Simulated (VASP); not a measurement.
Wanted: the native input for a VASP 6.6.1 run.

* Task: single point
* Functional: PBE
* Potentials or basis: VASP PAW PBE potentials, release 64 (Fe, O)
* Cutoff: 520 eV
* k mesh: 11 × 11 × 11
* Occupations: fermi-dirac, width 0.05 eV
* Spin: collinear spin, ferromagnetic start
* Starting moments: [4.0, 0.0] μB
* Dipole correction: no
* Further INCAR settings: ALGO = Normal; EDIFF = 1e-06; NBANDS = 18

The structure of FeO lies in POSCAR:

```
FeO
1.0
    0.0000000000      2.1554001600      2.1554001600
    2.1554001600      0.0000000000      2.1554001600
    2.1554001600      2.1554001600      0.0000000000
Fe O
1 1
Direct
    0.0000000000      0.0000000000      0.0000000000
    0.5000000000      0.5000000000      0.5000000000
```

One way to write it, as run:

INCAR

```
  PREC = Accurate
  ENCUT = 520
  EDIFF = 1E-6
  ISMEAR = -1
  SIGMA = 0.05
  LREAL = F
  LASPH = T
  NELM = 150
  ALGO = Normal
  ISIF = 2
  LWAVE = F
  LCHARG = F
  ISPIN = 2
  MAGMOM = 4 0
  LORBIT = 11
  LMAXMIX = 4
  GGA = PE
  NBANDS = 18
```

KPOINTS

```
regular mesh
0
Gamma
  11 11 11
```

Potentials or basis: VASP PAW PBE potentials, release 64 (Fe, O).

Launch:

```sh
$ cat potpaw_PBE.64/Fe/POTCAR potpaw_PBE.64/O/POTCAR > POTCAR
$ mpirun -np 1 vasp_std > vasp.out
```

Results of the run:

```json
{"Pressure": "-0.2 GPa", "Band gap on the k mesh": "zero (filled and empty bands overlap)", "Net moment": "4.00 μB per cell", "Site moments": "Fe +3.62; O +0.30 μB", "Valence electrons inside the program's atomic spheres": "Fe 6.73; O 4.99"}
```

Caveat: a cell with one magnetic atom can't hold antiferromagnetic order, which such compounds often take; semilocal functionals often make such compounds metallic where correlation or magnetic order opens a gap, which also shifts bond lengths.

It took 2.3 min on 1 thread of AMD EPYC 7R13, with other jobs on the host, peak memory 0.14 GiB.
